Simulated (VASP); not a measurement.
Write the native input for VASP 6.6.1 that does the following.

| Property | Result |
| --- | --- |
| Task | single point |
| Functional | PBE |
| Potentials or basis | VASP PAW PBE potentials, release 64 (Si) |
| Cutoff | 520 eV |
| k mesh | 5 × 5 × 5 |
| Occupations | gaussian, width 0.15 eV |
| Spin | no spin polarisation |
| Dipole correction | no |
| Further INCAR settings | ALGO = Normal; EDIFF = 1e-07; NBANDS = 21 |

The structure of Si lies in POSCAR:

```
Si
1.0
   -3.3581769088      3.3581769088      3.3581769088
    3.3581769088     -3.3581769088      3.3581769088
    3.3581769088      3.3581769088     -3.3581769088
Si
6
Direct
    0.7500000000      0.2500000000      0.5000000000
    0.7500000000      0.5000000000      0.2500000000
    0.5000000000      0.2500000000      0.7500000000
    0.2500000000      0.5000000000      0.7500000000
    0.2500000000      0.7500000000      0.5000000000
    0.5000000000      0.7500000000      0.2500000000
```

The input as run:

INCAR

```
ALGO     = Normal         # electronic algorithm
EDIFF    = 1E-7           # SCF threshold, eV
ENCUT    = 520            # plane-wave cutoff, eV
GGA      = PE             # functional
ISIF     = 2              # what is computed and relaxed
ISMEAR   = 0              # smearing method
LASPH    = T              # aspherical terms in the spheres
LCHARG   = F              # write CHGCAR
LREAL    = F              # projectors in reciprocal space
LWAVE    = F              # write WAVECAR
NBANDS   = 21             # bands
NELM     = 80             # most SCF steps
PREC     = Accurate       # precision mode
SIGMA    = 0.15           # smearing width, eV
```

KPOINTS

```
k-points
0
Gamma
  5 5 5
```

Potentials or basis: VASP PAW PBE potentials, release 64 (Si).

Run with:

```sh
$ cat potpaw_PBE.64/Si/POTCAR > POTCAR
$ mpirun -np 1 vasp_std > vasp.out
```

Results of the run:

```json
{
 "Pressure": "0.5 GPa",
 "Band gap on the k mesh": "0.36 eV, direct"
}
```

Wall time 20 s on 1 thread of Intel(R) Xeon(R) 6975P-C (Granite Rapids), on a shared host, peak memory 0.29 GiB.
